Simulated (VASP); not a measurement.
A run of VASP 6.6.1 is set up as follows.

Contents of INCAR:

```
SYSTEM = Co
PREC = Accurate
ENCUT = 520
EDIFF = 1E-6
ISMEAR = -1
SIGMA = 0.1
LREAL = .False.
LASPH = .True.
NELM = 80
ALGO = Normal
ISIF = 2
LWAVE = .False.
LCHARG = .True.
GGA = PE
LELF = .True.
LVHAR = .True.
NBANDS = 10
```

The input KPOINTS:

```
Automatic mesh
0
Gamma
  15 15 15
  0 0 0
```

POSCAR

```
Co
1.0
    2.3728361693      0.0000000000      0.0000000000
    0.0000000000      2.3728361693      0.0000000000
    0.0000000000      0.0000000000      2.3728361693
Co
1
Direct
    0.0000000000      0.0000000000      0.0000000000
```

Potentials or basis: VASP PAW PBE potentials, release 64 (Co).

The run is started by

```sh
$ cat potpaw_PBE.64/Co/POTCAR > POTCAR
$ mpirun -np 1 vasp_std > vasp.out
```

Q: Estimate the pressure.

A: -15.9 GPa.

Caveat: the run has no spin polarisation, though such a crystal can be magnetic. Spin polarisation is off, so any magnetic state and its effect on volume and gap are missing.
